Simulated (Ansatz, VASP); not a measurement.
# One calculation of ZnS, two programs

Contents of INCAR:

```
PREC     = Accurate       # precision mode
ENCUT    = 520            # plane-wave cutoff, eV
EDIFF    = 1E-7           # SCF threshold, eV
ISMEAR   = 0              # smearing method
SIGMA    = 0.05           # smearing width, eV
LREAL    = False          # projectors in reciprocal space
LASPH    = True           # aspherical terms in the spheres
NELM     = 60             # most SCF steps
ALGO     = Normal         # electronic algorithm
ISIF     = 2              # what is computed and relaxed
LWAVE    = False          # write WAVECAR
LCHARG   = False          # write CHGCAR
NBANDS   = 36             # bands
```

Contents of KPOINTS:

```
regular mesh
0
Gamma
  8 8 3
```

POSCAR

```
ZnS
1.0
    2.7046500000     -2.7046500000      0.0000000000
    2.7046500000      0.0000000000     -2.7046500000
   10.3680053100      2.9299473450      2.9299473450
Zn S
3 3
Direct
    0.5520486100      0.5520486100      0.1250333333
   -0.7257513900     -0.7257513900      0.7917000000
   -0.0868513900     -0.0868513900      0.4583666667
   -0.1354763900     -0.1354763900      0.8750333333
    0.5034236100      0.5034236100      0.5417000000
    0.1423236100      0.1423236100      0.2083666667
```

Input for Ansatz:

```yaml
crystal:
  lattice:
    - [2.70465, -2.70465, 0.0]
    - [2.70465, 0.0, -2.70465]
    - [10.36800531, 2.929947345, 2.929947345]
  atoms:
    - { symbol: Zn, position: [0.55204861, 0.55204861, 0.1250333333] }
    - { symbol: Zn, position: [-0.72575139, -0.72575139, 0.7917] }
    - { symbol: Zn, position: [-0.08685139, -0.08685139, 0.4583666667] }
    - { symbol: S, position: [-0.13547639, -0.13547639, 0.8750333333] }
    - { symbol: S, position: [0.50342361, 0.50342361, 0.5417] }
    - { symbol: S, position: [0.14232361, 0.14232361, 0.2083666667] }
basis:
  ecutwfc: 420
kpoints:
  mp_grid: { grid: [8, 8, 3] }
hamiltonian:
  xc: lda
scf:
  occupations: { method: gaussian, width: 0.05 }
output:
  forces: true
  stress: true
  eigenvalues: true
```

Alike in both runs: task single point; functional LDA; k mesh 8 × 8 × 3; occupations gaussian, width 0.05 eV; no spin polarisation.

|  | VASP | Ansatz |
| --- | --- | --- |
| version | VASP 6.6.1 | Ansatz 0.2.0 |
| potentials or method | VASP PAW LDA potentials, release 64 (Zn, S), cutoff 520 eV | scalar-relativistic, plane waves, PAW |
| valence electrons in the cell | 54 | 54 |

```csv
,VASP,Ansatz,Ansatz less VASP
gap on the k mesh at the Fermi level (eV),1.74,1.71,-0.030
least direct gap on the mesh (eV),1.74,1.71,-0.030
pressure (GPa),-4.8,-5.0,-0.19
"traceless stress, the component that is largest in VASP (GPa)",-1.15,-1.15,+0.003
rms of the force components (eV/Å),0.132,0.133,+0.0003
```

LDA's correlation is that of Perdew and Zunger in VASP and of Perdew and Wang (1992) in Ansatz. Atom by atom the forces differ by 0.001 eV/Å (rms over components).
